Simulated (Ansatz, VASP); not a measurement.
# One calculation of BeS, two programs

Contents of INCAR:

```
SYSTEM = BeS
PREC = Accurate ; ENCUT = 520
EDIFF = 1E-6 ; ISMEAR = 0
SIGMA = 0.014 ; LREAL = .False.
LASPH = .True. ; NELM = 60
ALGO = Normal ; ISIF = 2
LWAVE = .False. ; LCHARG = .False.
GGA = PE ; NBANDS = 11
```

The input KPOINTS:

```
regular mesh
0
Gamma
  9 9 9
  0 0 0
```

Contents of POSCAR:

```
BeS
1.0
    0.0000000000      2.4250000000      2.4250000000
    2.4250000000      0.0000000000      2.4250000000
    2.4250000000      2.4250000000      0.0000000000
S Be
1 1
Direct
    0.7500000000      0.7500000000      0.7500000000
    0.0000000000      0.0000000000      0.0000000000
```

The input input.yaml:

```yaml
crystal:
  lattice:
    - [0.0, 2.425, 2.425]
    - [2.425, 0.0, 2.425]
    - [2.425, 2.425, 0.0]
  atoms:
    - { symbol: S, position: [0.75, 0.75, 0.75] }
    - { symbol: Be, position: [0.0, 0.0, 0.0] }
hamiltonian:
  xc: pbe
  pseudopotentials: { kind: paw }
kpoints:
  mp_grid: { grid: [9, 9, 9] }
scf:
  occupations: { method: gaussian, width: 0.014 }
output:
  forces: true
  stress: true
  eigenvalues: true
```

Alike in both runs: task single point; functional PBE; k mesh 9 × 9 × 9; occupations gaussian, width 0.014 eV; no spin polarisation.

|  | VASP | Ansatz |
| --- | --- | --- |
| version | VASP 6.6.1 | Ansatz 0.2.0 |
| potentials or method | VASP PAW PBE potentials, release 64 (S, Be) | Ansatz PAW |
| plane-wave cutoff (eV) | 520 | 420 |
| valence electrons in the cell | 8 | 8 |

Ansatz gave:

```
gap on the k mesh at the Fermi level (eV) : 3.20
least direct gap on the mesh (eV)         : 5.65
pressure (GPa)                            : 1.5
```

Q: Estimate VASP's values.

A: gap on the k mesh at the Fermi level (eV): 3.20; least direct gap on the mesh (eV): 5.67; pressure (GPa): 1.6.

The functional is the same, so the differences come from potentials, cutoffs and numerics.

Noted on Ansatz's run: odd divisions of the mesh miss points on the zone boundary, where band edges often lie, so the gap on the mesh can be too wide.
